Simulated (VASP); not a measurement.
Wanted: the native input for a VASP 6.6.1 run.

| Quantity | Value |
| --- | --- |
| Task | single point |
| Functional | PBE |
| Dispersion | D3(BJ) |
| Potentials or basis | VASP PAW PBE potentials, release 64 (Si, Ti_sv) |
| Cutoff | 520 eV |
| k mesh | 2 × 2 × 2 |
| Occupations | fermi-dirac, width 0.02 eV |
| Spin | no spin polarisation |
| Dipole correction | no |
| Further INCAR settings | LREAL = Auto; ALGO = Normal; EDIFF = 1e-06; NBANDS = 52 |

The structure of TiSi16 (a cell with a defect) lies in POSCAR:

```
TiSi16
1.0
    0.0000000000      5.4300000000      5.4300000000
    5.4300000000      0.0000000000      5.4300000000
    5.4300000000      5.4300000000      0.0000000000
Si Ti
16 1
Direct
    0.0000226519     -0.0253303867      0.0244226519
    0.1394462247      0.1160521179      0.1293259669
    0.0025768877     -0.0025220074      0.5033538674
    0.1225697053      0.1081857274      0.6457870166
   -0.0001021179      0.5017960405      0.0244822284
    0.1095325046      0.6112142726      0.1688770718
   -0.0111361878      0.4905647330      0.5308279006
    0.1225376611      0.6243404236      0.6457829650
    0.5079470534      0.0098063536     -0.0266883057
    0.6143018416      0.1160784530      0.1292058932
    0.4956940147     -0.0024870166      0.5032378453
    0.6319304788      0.1337855433      0.6013818600
    0.4729579190      0.5018498158      0.0243035912
    0.6142567219      0.6413000000      0.1292265193
    0.4956799263      0.5044441989      0.5032453039
    0.6064890424      0.6243807551      0.6456476059
    0.8607299263      0.3624720994     -0.0848168508
```

One way to write it, as run:

INCAR

```
SYSTEM = TiSi16
PREC = Accurate
ENCUT = 520
EDIFF = 1E-6
ISMEAR = -1
SIGMA = 0.02
LREAL = Auto
LASPH = .TRUE.
NELM = 100
ALGO = Normal
ISIF = 2
LWAVE = .FALSE.
LCHARG = .TRUE.
GGA = PE
IVDW = 12
LELF = .TRUE.
LVHAR = .TRUE.
NBANDS = 52
```

KPOINTS

```
regular mesh
0
G
  2 2 2
  0 0 0
```

Potentials or basis: VASP PAW PBE potentials, release 64 (Si, Ti_sv).

Launch:

```bash
$ cat potpaw_PBE.64/Si/POTCAR potpaw_PBE.64/Ti_sv/POTCAR > POTCAR
$ mpirun -np 1 vasp_std > vasp.out
```

Results of the run:

```
Pressure                   : 0.7 GPa
Largest force              : 0.623 eV/Å
Band gap on the k mesh     : zero (band 38 reaches 6.91 eV, above the bottom of band 39 at 6.57 eV)
Dispersion energy per atom : -0.343 eV
```

Caveat: the k points lie up to 0.50 Å⁻¹ apart.

It took 4.6 min on 1 thread of AMD EPYC 9R45 96-Core Processor (Zen 5), on a shared host, peak memory 0.47 GiB.
